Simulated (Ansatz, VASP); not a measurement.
Given: the input of a run of Ansatz 0.2.0 on BaTiO3.

File input.yaml:

```yaml
crystal:
  lattice:
    - [3.9242219515, 0.0, 0.0]
    - [0.0, 3.9242219515, 0.0]
    - [0.0, 0.0, 3.9242219515]
  atoms:
    - { symbol: Ba, position: [0.5, 0.5, 0.5] }
    - { symbol: Ti, position: [0.0, 0.0, 0.0] }
    - { symbol: O, position: [0.0, 0.0, 0.5] }
    - { symbol: O, position: [0.0, 0.5, 0.0] }
    - { symbol: O, position: [0.5, 0.0, 0.0] }
hamiltonian:
  xc: pbe
  pseudopotentials: { kind: paw, azcp: { folder: soft_1 } }
kpoints:
  mp_grid: { grid: [7, 7, 7] }
scf:
  occupations: { method: fermi_dirac, width: 0.05 }
output:
  forces: true
  stress: true
  eigenvalues: true
```

Potentials or basis: Ansatz PAW soft_1.

Run with:

```console
$ ansatz run input.yaml --threads 1 --pin off --max-ram 3584MiB --backend cpu --events-out ev --progress --plain --runs-dir out
```

Problem. Set up the same calculation for VASP 6.6.1. Potentials there: VASP PAW PBE potentials, release 64 (Ba_sv, Ti_sv, O).

Solution. As run (the cutoff follows the program's own potentials):

File INCAR:

```
ALGO = Normal
EDIFF = 1E-6
ENCUT = 520
GGA = PE
ISIF = 2
ISMEAR = -1
LASPH = T
LCHARG = T
LELF = T
LREAL = F
LVHAR = T
LWAVE = F
NBANDS = 28
NELM = 60
PREC = Accurate
SIGMA = 0.05
```

KPOINTS

```
k-points
0
Gamma
  7 7 7
```

The input POSCAR:

```
BaTiO3
1.0
    3.9242219515      0.0000000000      0.0000000000
    0.0000000000      3.9242219515      0.0000000000
    0.0000000000      0.0000000000      3.9242219515
Ba Ti O
1 1 3
Direct
    0.5000000000      0.5000000000      0.5000000000
    0.0000000000      0.0000000000      0.0000000000
    0.0000000000      0.0000000000      0.5000000000
    0.0000000000      0.5000000000      0.0000000000
    0.5000000000      0.0000000000      0.0000000000
```

Potentials or basis: VASP PAW PBE potentials, release 64 (Ba_sv, Ti_sv, O).

The run is started by

```console
$ cat potpaw_PBE.64/Ba_sv/POTCAR potpaw_PBE.64/Ti_sv/POTCAR potpaw_PBE.64/O/POTCAR > POTCAR
$ mpirun -np 1 vasp_std > vasp.out
```

Both were run:

|  | VASP | Ansatz | Ansatz less VASP |
| --- | --- | --- | --- |
| gap on the k mesh at the Fermi level (eV) | 1.92 | 1.97 | +0.047 |
| least direct gap on the mesh (eV) | 1.94 | 1.97 | +0.029 |
| pressure (GPa) | 16.0 | 13.8 | -2.25 |

Neither program's run includes spin-orbit coupling. Noted on Ansatz's run: odd divisions of the mesh miss points on the zone boundary, where band edges often lie, so the gap on the mesh can be too wide.
